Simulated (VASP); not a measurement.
# MgAs2C (P-4m2) in VASP: a series of runs

Runs on MgAs2C. Level: PBEsol. Tasks: single point, relaxation of cell and atoms.

All numbers are computed with VASP 6.6.1; they aren't measurements. Logs are shortened: lines on timing, memory, paths and dates and some standing lists are left out, and cuts for length are marked.

## Step 1: The cell of the first run

Symmetry: P-4m2, No. 115, tetragonal system. Conventional cell: a = 3.506 Å, b = 3.506 Å, c = 11.916 Å, α = 90.00°, β = 90.00°, γ = 90.00°. Within 3.3 Å of Mg (site symmetry 2mm) lie 4 As at 2.54 to 2.65 Å. Within 3.3 Å of As (site symmetry -4m2) lie 4 Mg at 2.54 Å. Within 2.7 Å of As (site symmetry 2mm) lie 2 C at 2.06 Å and 2 Mg at 2.65 Å. Within 2.7 Å of As (site symmetry -4m2) lie 4 C at 2.04 Å. Within 2.7 Å of C (site symmetry 2mm) lie 4 As at 2.04 to 2.06 Å.

## Step 2: Single point, PBEsol

Contents of INCAR:

```
  PREC = Accurate
  ENCUT = 520
  EDIFF = 1E-6
  ISMEAR = -1
  SIGMA = 0.03
  LREAL = False
  LASPH = True
  NELM = 60
  ALGO = Normal
  ISIF = 2
  LWAVE = False
  LCHARG = False
  GGA = PS
  NBANDS = 26
```

Contents of KPOINTS:

```
Automatic mesh
0
Gamma
  6 6 2
```

Contents of POSCAR:

```
MgAs2C
1.0
    3.5064735513      0.0000000000      0.0000000000
    0.0000000000      3.5064735513      0.0000000000
    0.0000000000      0.0000000000     11.9155731266
Mg As C
2 4 2
Direct
    0.5000000000      0.0000000000      0.8460253865
    0.0000000000      0.5000000000      0.1539746135
    0.5000000000      0.5000000000      0.0000000000
    0.0000000000      0.0000000000      0.3209673555
    0.5000000000      0.5000000000      0.5000000000
    0.0000000000      0.0000000000      0.6790326445
    0.5000000000      0.0000000000      0.4120881751
    0.0000000000      0.5000000000      0.5879118249
```

Potentials or basis: VASP PAW PBE potentials, release 64 (Mg, As, C).

Launch:

```
cat potpaw_PBE.64/Mg/POTCAR potpaw_PBE.64/As/POTCAR potpaw_PBE.64/C/POTCAR > POTCAR
mpirun -np 1 vasp_std > vasp.out
```

OUTCAR:

```text
PREC = Accurate
   ENCUT = 520
   EDIFF = 1E-6
   ISMEAR = -1
   LREAL = False
   LASPH = True
   NELM = 60
   ISIF = 2
   GGA = PS

 ion  position               nearest neighbor table
   1  0.500  0.000  0.846-   3 2.54   3 2.54   6 2.65   6 2.65
   2  0.000  0.500  0.154-   3 2.54   3 2.54   4 2.65   4 2.65
   3  0.500  0.500  0.000-   1 2.54   2 2.54   1 2.54   2 2.54
   4  0.000  0.000  0.321-   7 2.06   7 2.06   2 2.65   2 2.65
   5  0.500  0.500  0.500-   7 2.04   8 2.04   7 2.04   8 2.04
   6  0.000  0.000  0.679-   8 2.06   8 2.06   1 2.65   1 2.65
   7  0.500  0.000  0.412-   5 2.04   5 2.04   4 2.06   4 2.06
   8  0.000  0.500  0.588-   5 2.04   5 2.04   6 2.06   6 2.06

  LATTYP: Found a simple tetragonal cell.
 ALAT       =     3.5064735513
 C/A-ratio  =     3.3981642674

  Lattice vectors:

 A1 = (   3.5064735513,   0.0000000000,   0.0000000000)
 A2 = (   0.0000000000,   3.5064735513,   0.0000000000)
 A3 = (   0.0000000000,   0.0000000000,  11.9155731266)

Analysis of symmetry for initial positions (statically):
=====================================================================
 Subroutine PRICEL returns:
 Original cell was already a primitive cell.

 Routine SETGRP: Setting up the symmetry group for a
 simple tetragonal supercell.

 Subroutine GETGRP returns: Found  8 space group operations
 (whereof  8 operations were pure point group operations)
 out of a pool of 16 trial point group operations.

The static configuration has the point symmetry D_2d.

Analysis of symmetry for dynamics (positions and initial velocities):
=====================================================================
 Subroutine PRICEL returns:
 Original cell was already a primitive cell.

 Routine SETGRP: Setting up the symmetry group for a
 simple tetragonal supercell.

 Subroutine GETGRP returns: Found  8 space group operations
 (whereof  8 operations were pure point group operations)
 out of a pool of 16 trial point group operations.

The dynamic configuration has the point symmetry D_2d.

 Subroutine INISYM returns: Found  8 space group operations
 (whereof  8 operations are pure point group operations),
 and found     1 'primitive' translations

----------------------------------------------------------------------------------------

                                     Primitive cell

  volume of cell :     146.5062
[... 99 lines left out ...]
   NSW    =      0    number of steps for IOM
   IBRION =     -1    ionic relax: 0-MD 1-quasi-New 2-CG
   NFREE  =      0    steps in history (QN), initial steepest desc. (CG)
   ISIF   =      2    stress and relaxation
   ISYM   =      2    0-nonsym 1-usesym 2-fastsym
   POTIM  = 0.5000    time-step for ionic-motion
   TEBEG  =    0.0;   TEEND  =   0.0 temperature during run
   PSTRESS=    0.0 pullay stress
   NELECT =      32.0000    total number of electrons
   NUPDOWN=      -1.0000    fix difference up-down
   EMIN   =  10.00;   EMAX   =-10.00  energy-range for DOS
   EFERMI =   0.00;   METHOD = LEGACY
   ISMEAR =    -1;   SIGMA  =   0.03  broadening in eV -4-tet -1-fermi 0-gaus
   EFERMI_NEDOS =   21; number of points for ismear=-14 and -15
   IALGO  =     38    algorithm
   IMIX   =      4    mixing-type and parameters
     AMIX     =   0.40;   BMIX     =  1.00
     AMIX_MAG =   1.60;   BMIX_MAG =  1.00
  volume/ion in A,a.u.               =      18.31       123.58
  Fermi-wavevector in a.u.,A,eV,Ry     =   0.985915  1.863109 13.225249  0.972028
  Thomas-Fermi vector in A             =   2.117257
   LORBIT       =      0    0 simple, 1 ext, 2 COOP (PROOUT), +10 PAW based schemes
   GGA     = PS    functional components
   LHFCALC =     F    Hartree Fock is set to
   AEXX    =    0.0000 exact exchange contribution
   IVDW    =     0    specifies the selected vdW correction
   LEPSILON=     F    determine dielectric tensor
   LRPA    =     F    only Hartree local field effects (RPA)
 non-spin polarized calculation
  energy-cutoff  :      520.00
  volume of cell :      146.51
 maximum number of plane-waves:      3981
 NGX is ok and might be reduce to    28
   NGX = 13   NGY = 13   NGZ = 45

 number of electron      32.0000000 magnetization

 Free energy of the ion-electron system (eV)
  ---------------------------------------------------
  ext. energy  EPLUGINS =         0.00000000
  ---------------------------------------------------
  free energy    TOTEN  =       -38.81024781 eV

  energy without entropy =      -38.80869735  energy(sigma->0) =      -38.80947258

 E-fermi :   4.9885     XC(G=0):  -9.7067

 val. band max:        4.9067903683   @ k =   0.0000   0.0000   0.5000
 cond. band min:       5.1079719418   @ k =   0.5000   0.0000   0.5000
 fundamental gap:      0.2011815735
 Fermi energy:         4.9884699511

 k-point     1 :       0.0000    0.0000    0.0000
  band No.  band energies     occupation
      1     -12.3279      2.00000
      2     -10.0177      2.00000
      3      -7.1364      2.00000
      4      -6.5147      2.00000
      5      -4.0680      2.00000
      6      -1.4287      2.00000
[... 569 lines left out ...]
     25       9.5173      0.00000
     26      10.0042      0.00000

------------------------ aborting loop because EDIFF is reached ----------------------------------------

  FORCE on cell =-STRESS in cart. coord.  units (eV):
  Direction    XX          YY          ZZ          XY          YZ          ZX
  --------------------------------------------------------------------------------------
  -------------------------------------------------------------------------------------
  Total        0.3685885      0.3685885      0.3060661      0.0000000      0.0000000      0.0000000
  in kB        4.0308471      4.0308471      3.3471080      0.0000000      0.0000000      0.0000000
  external PRESSURE =       3.8029341 kB  Pullay stress =       0.0000000 kB

 VOLUME and BASIS-vectors are now :
 -----------------------------------------------------------------------------
  energy-cutoff  :      520.00
  volume of cell :      146.51
      direct lattice vectors                 reciprocal lattice vectors
     3.506473551  0.000000000  0.000000000     0.285186808  0.000000000  0.000000000
     0.000000000  3.506473551  0.000000000     0.000000000  0.285186808  0.000000000
     0.000000000  0.000000000 11.915573127     0.000000000  0.000000000  0.083923785

 POSITION                                       TOTAL-FORCE (eV/Angst)
 -----------------------------------------------------------------------------------
      1.75324      0.00000     10.08088        -0.000000      0.000000     -0.006795
      0.00000      1.75324      1.83470        -0.000000      0.000000      0.006795
      1.75324      1.75324      0.00000        -0.000000      0.000000      0.000000
      0.00000      0.00000      3.82451        -0.000000      0.000000     -0.058999
      1.75324      1.75324      5.95779        -0.000000     -0.000000      0.000000
      0.00000      0.00000      8.09106        -0.000000      0.000000      0.058999
      1.75324      0.00000      4.91027        -0.000000      0.000000      0.008934
      0.00000      1.75324      7.00531         0.000000      0.000000     -0.008934
 -----------------------------------------------------------------------------------
    total drift:                                0.000000     -0.000000      0.000000

  FREE ENERGIE OF THE ION-ELECTRON SYSTEM (eV)
  ---------------------------------------------------
  free  energy   TOTEN  =       -38.8102478129 eV

  energy  without entropy=      -38.8086973501  energy(sigma->0) =      -38.80947258
```

OSZICAR:

```text
N       E                     dE             d eps       ncg     rms          rms(c)
DAV:   1     0.114018594744E+03    0.11402E+03   -0.12502E+04  1040   0.103E+03
DAV:   2    -0.287791918919E+02   -0.14280E+03   -0.13302E+03  1336   0.169E+02
DAV:   3    -0.407108792815E+02   -0.11932E+02   -0.11617E+02  1370   0.487E+01
DAV:   4    -0.409589542580E+02   -0.24807E+00   -0.24712E+00  1294   0.772E+00
DAV:   5    -0.409638190905E+02   -0.48648E-02   -0.48608E-02  1344   0.106E+00    0.910E+00
DAV:   6    -0.389007779425E+02    0.20630E+01   -0.45668E+00  1280   0.101E+01    0.407E+00
DAV:   7    -0.388513161546E+02    0.49462E-01   -0.78138E-01  1242   0.416E+00    0.244E+00
DAV:   8    -0.388147386879E+02    0.36577E-01   -0.12831E-01  1280   0.157E+00    0.373E-01
DAV:   9    -0.388103040445E+02    0.44346E-02   -0.14964E-02  1350   0.681E-01    0.161E-01
DAV:  10    -0.388102524386E+02    0.51606E-04   -0.34491E-03  1292   0.265E-01    0.808E-02
DAV:  11    -0.388102478490E+02    0.45896E-05   -0.31489E-04  1356   0.817E-02    0.293E-02
DAV:  12    -0.388102474228E+02    0.42620E-06   -0.23672E-05  1302   0.305E-02    0.105E-02
DAV:  13    -0.388102478129E+02   -0.39016E-06   -0.76439E-06  1286   0.143E-02
   1 F= -.38810248E+02 E0= -.38809473E+02  d E =-.155046E-02
```

It took 80 s on 1 thread of Intel Xeon Platinum 8488C (Sapphire Rapids), shared host; peak memory 0.28 GiB.

What came out:

```yaml
Free_energy: -38.8102 eV
Pressure: 0.4 GPa
Largest_force: 0.059 eV/Å
Band_gap_on_the_k_mesh: 0.20 eV (least direct gap 0.22 eV)
```

Forces in eV/Å, atoms in the order of the input:
```
Mg   0.000  0.000 -0.007
Mg   0.000  0.000  0.007
As   0.000  0.000  0.000
As   0.000  0.000 -0.059
As   0.000  0.000  0.000
As   0.000  0.000  0.059
C    0.000  0.000  0.009
C    0.000  0.000 -0.009
```

Caveat: the PAW data sets were made with another functional, which shifts forces and pressure a little. A k mesh can miss the band edges.

## Step 3: Relaxation of cell and atoms, PBEsol

This run uses another cell than the first one, of 16.83 Å³/atom.

Contents of INCAR:

```
SYSTEM = MgAs2C
PREC = Accurate
ENCUT = 600
EDIFF = 1E-6
ISMEAR = -1
SIGMA = 0.03
LREAL = .False.
LASPH = .True.
NELM = 80
ALGO = Normal
ISIF = 3
LWAVE = .False.
LCHARG = .False.
GGA = PS
IBRION = 2
NSW = 100
EDIFFG = -0.01
```

Contents of KPOINTS:

```
Automatic mesh
0
Gamma
  6 6 2
  0 0 0
```

Contents of POSCAR:

```
MgAs2C
1.0
    3.6239384248      0.0000000000      0.0000000000
    0.0000000000      3.6239384248      0.0000000000
    0.0000000000      0.0000000000     10.2500457391
Mg As C
2 4 2
Direct
    0.5000000000      0.0000000000      0.8750000000
    0.0000000000      0.5000000000      0.1250000000
    0.5000000000      0.5000000000      0.0000000000
    0.0000000000      0.0000000000      0.2500000000
    0.5000000000      0.5000000000      0.5000000000
    0.0000000000      0.0000000000      0.7500000000
    0.5000000000      0.0000000000      0.3750000000
    0.0000000000      0.5000000000      0.6250000000
```

Potentials or basis: VASP PAW PBE potentials, release 64 (Mg, As, C).

Launch:

```
cat potpaw_PBE.64/Mg/POTCAR potpaw_PBE.64/As/POTCAR potpaw_PBE.64/C/POTCAR > POTCAR
mpirun -np 1 vasp_std > vasp.out
```

OUTCAR:

```text
SYSTEM = MgAs2C
   PREC = Accurate
   ENCUT = 600
   EDIFF = 1E-6
   ISMEAR = -1
   LREAL = .False.
   LASPH = .True.
   NELM = 80
   ISIF = 3
   GGA = PS
   IBRION = 2
   NSW = 100
   EDIFFG = -0.01

 ion  position               nearest neighbor table
   1  0.500  0.000  0.875-   3 2.22   6 2.22   3 2.22   6 2.22   2 3.62   2 3.62   2 3.62   2 3.62

   2  0.000  0.500  0.125-   3 2.22   4 2.22   4 2.22   3 2.22   1 3.62   1 3.62   1 3.62   1 3.62

   3  0.500  0.500  0.000-   1 2.22   2 2.22   1 2.22   2 2.22
   4  0.000  0.000  0.250-   2 2.22   7 2.22   2 2.22   7 2.22
   5  0.500  0.500  0.500-   7 2.22   8 2.22   7 2.22   8 2.22
   6  0.000  0.000  0.750-   1 2.22   8 2.22   8 2.22   1 2.22
   7  0.500  0.000  0.375-   4 2.22   5 2.22   5 2.22   4 2.22
   8  0.000  0.500  0.625-   5 2.22   6 2.22   6 2.22   5 2.22

  LATTYP: Found a simple tetragonal cell.
 ALAT       =     3.6239384248
[... 799 lines left out ...]
  energy  without entropy=      -36.0315938582  energy(sigma->0) =      -36.03640438

[... ionic steps 4 to 15 ...]

--------------------------------------- Ionic step       16  -------------------------------------------

 number of electron      31.9999998 magnetization

------------------------ aborting loop because EDIFF is reached ----------------------------------------
[... 79 lines left out ...]
--------------------------------------- Ionic step       18  -------------------------------------------

 number of electron      31.9999998 magnetization

 Free energy of the ion-electron system (eV)
  ---------------------------------------------------
  ext. energy  EPLUGINS =         0.00000000
  ---------------------------------------------------
  free energy    TOTEN  =       -38.81041256 eV

  energy without entropy =      -38.80884121  energy(sigma->0) =      -38.80962689

 E-fermi :   4.9448     XC(G=0):  -9.6911

 val. band max:        4.8632402787   @ k =   0.0000   0.0000   0.0000
 cond. band min:       5.0647214340   @ k =   0.5000   0.0000   0.5000
 fundamental gap:      0.2014811553
 Fermi energy:         4.9448214349

 k-point     1 :       0.0000    0.0000    0.0000
  band No.  band energies     occupation
      1     -12.3104      2.00000
      2     -10.0147      2.00000
      3      -7.1590      2.00000
      4      -6.5389      2.00000
      5      -4.0999      2.00000
      6      -1.4295      2.00000
[... 504 lines left out ...]
  FREE ENERGIE OF THE ION-ELECTRON SYSTEM (eV)
  ---------------------------------------------------
  free  energy   TOTEN  =       -38.8104125650 eV

  energy  without entropy=      -38.8088412108  energy(sigma->0) =      -38.80962689

 reached required accuracy - stopping structural energy minimisation
```

OSZICAR:

```text
N       E                     dE             d eps       ncg     rms          rms(c)
DAV:   1     0.142381980305E+03    0.14238E+03   -0.14160E+04   840   0.145E+03
[... 151 lines left out ...]
DAV:   3    -0.388103912348E+02    0.43454E-05   -0.11924E-05  1017   0.171E-02    0.403E-03
DAV:   4    -0.388103909581E+02    0.27674E-06   -0.70467E-07   510   0.534E-03
  17 F= -.38810391E+02 E0= -.38809605E+02  d E =-.172979E-03
       N       E                     dE             d eps       ncg     rms          rms(c)
DAV:   1    -0.388104104640E+02   -0.19229E-04   -0.37157E-03   845   0.422E-01    0.123E-02
DAV:   2    -0.388104135622E+02   -0.30981E-05   -0.59020E-05  1065   0.443E-02    0.644E-03
DAV:   3    -0.388104125650E+02    0.99718E-06   -0.26035E-06   789   0.969E-03
  18 F= -.38810413E+02 E0= -.38809627E+02  d E =-.216069E-04
```

CONTCAR:

```text
MgAs2C
   1.00000000000000
     3.5120599772826040   -0.0000000000000000    0.0000000000000000
    -0.0000000000000000    3.5120599772826040    0.0000000000000000
    -0.0000000000000000   -0.0000000000000000   11.9250935141114223
  Mg              As              C
     2     4     2
Direct
     0.5000000000000000    0.0000000000000000    0.8461735228634815
     0.0000000000000000    0.5000000000000000    0.1538264771365185
     0.5000000000000000    0.5000000000000000    0.0000000000000000
     0.0000000000000000    0.0000000000000000    0.3205919586245948
     0.5000000000000000    0.5000000000000000    0.5000000000000000
     0.0000000000000000    0.0000000000000000    0.6794080413754052
     0.5000000000000000    0.0000000000000000    0.4119255473813176
     0.0000000000000000    0.5000000000000000    0.5880744526186823

  0.00000000E+00  0.00000000E+00  0.00000000E+00
  0.00000000E+00  0.00000000E+00  0.00000000E+00
  0.00000000E+00  0.00000000E+00  0.00000000E+00
  0.00000000E+00  0.00000000E+00  0.00000000E+00
  0.00000000E+00  0.00000000E+00  0.00000000E+00
  0.00000000E+00  0.00000000E+00  0.00000000E+00
  0.00000000E+00  0.00000000E+00  0.00000000E+00
  0.00000000E+00  0.00000000E+00  0.00000000E+00
```

It took 9.6 min on 1 thread of Intel Xeon Platinum 8488C (Sapphire Rapids), shared host; peak memory 0.3 GiB.

What came out:

```
Free energy                           : -38.8104 eV
Relaxed volume                        : 18.39 Å³/atom
Relaxed cell                          : a = 3.512 Å, b = 3.512 Å, c = 11.925 Å, α = 90.00°, β = 90.00°, γ = 90.00°
Space group after relaxing (to 0.1 Å) : P-4m2 (No. 115)
Energy gained by relaxing             : 663.7 meV/atom
Ionic steps                           : 18
Pressure after relaxing               : 0.0 GPa
Largest force after relaxing          : 0.005 eV/Å
Band gap on the k mesh                : 0.20 eV (least direct gap 0.21 eV)
```

Forces on the atoms (eV/Å):
```
Mg   0.000  0.000 -0.002
Mg   0.000  0.000  0.002
As   0.000  0.000  0.000
As   0.000  0.000 -0.005
As   0.000  0.000  0.000
As   0.000  0.000  0.005
C    0.000  0.000 -0.003
C    0.000  0.000  0.003
```

The path:
| step | energy change (eV) | largest force (eV/Å) | pressure (GPa) | volume (Å³) |
| --- | --- | --- | --- | --- |
| 1 | 0.0000 | 5.8716 | 15.48 | 134.61 |
| 2 | -2.5219 | 1.6236 | -5.57 | 168.84 |
| 3 | -2.5404 | 1.8840 | -4.34 | 164.88 |
| 4 | -3.3397 | 1.2191 | -2.28 | 157.41 |
| 5 | -3.9827 | 2.4788 | 3.90 | 144.75 |
| 6 | -4.4550 | 2.2962 | 3.39 | 144.47 |
| 7 | -5.1601 | 1.2407 | 3.15 | 143.24 |
| 8 | -5.2897 | 0.3894 | -0.24 | 148.04 |
| 9 | -5.2924 | 0.2463 | -0.74 | 148.86 |
| 10 | -5.3030 | 0.0976 | -0.31 | 147.85 |
| 11 | -5.3058 | 0.1539 | 0.06 | 147.03 |
| 12 | -5.3080 | 0.0805 | 0.09 | 146.97 |
| 13 | -5.3090 | 0.0437 | 0.13 | 146.91 |
| 14 | -5.3094 | 0.0312 | -0.05 | 147.19 |
| 15 | -5.3094 | 0.0313 | -0.06 | 147.23 |
| 16 | -5.3095 | 0.0174 | -0.03 | 147.15 |
| 17 | -5.3095 | 0.0143 | 0.02 | 147.06 |
| 18 | -5.3096 | 0.0053 | 0.01 | 147.09 |

Final structure:
```
Mg As C
1.0
     3.51206    0.00000    0.00000
     0.00000    3.51206    0.00000
     0.00000    0.00000   11.92509
Mg As C
2 4 2
Direct
  0.50000 0.00000 0.84617
  0.00000 0.50000 0.15383
  0.50000 0.50000 0.00000
  0.00000 0.00000 0.32059
  0.50000 0.50000 0.50000
  0.00000 0.00000 0.67941
  0.50000 0.00000 0.41193
  0.00000 0.50000 0.58807
```

Levels at points of the mesh, in eV from the valence-band top:
```
           k point  band 13  band 14  band 15  band 16  band 17  band 18  band 19  band 20
(0.00, 0.00, 0.00)    -1.61    -0.70    -0.64     0.00     0.21     0.21     0.58     0.58
(0.50, 0.00, 0.00)    -2.88    -2.66    -0.80    -0.55     0.20     1.09     1.20     1.64
(0.50, 0.50, 0.00)    -3.99    -3.06    -3.06    -2.31     0.78     1.02     1.07     1.07
(0.00, 0.00, 0.50)    -1.31    -0.83    -0.25    -0.01     0.27     0.27     0.50     0.50
(0.50, 0.00, 0.50)    -3.27    -3.18    -0.49    -0.29     0.20     0.88     1.20     1.43
(0.50, 0.50, 0.50)    -3.95    -3.13    -3.13    -2.33     1.20     1.35     1.46     1.46
```

Caveat: a cell axis changed by over 15 % at a fixed basis, so the end point is rough; the PAW data sets were made with another functional, which shifts forces and pressure a little.
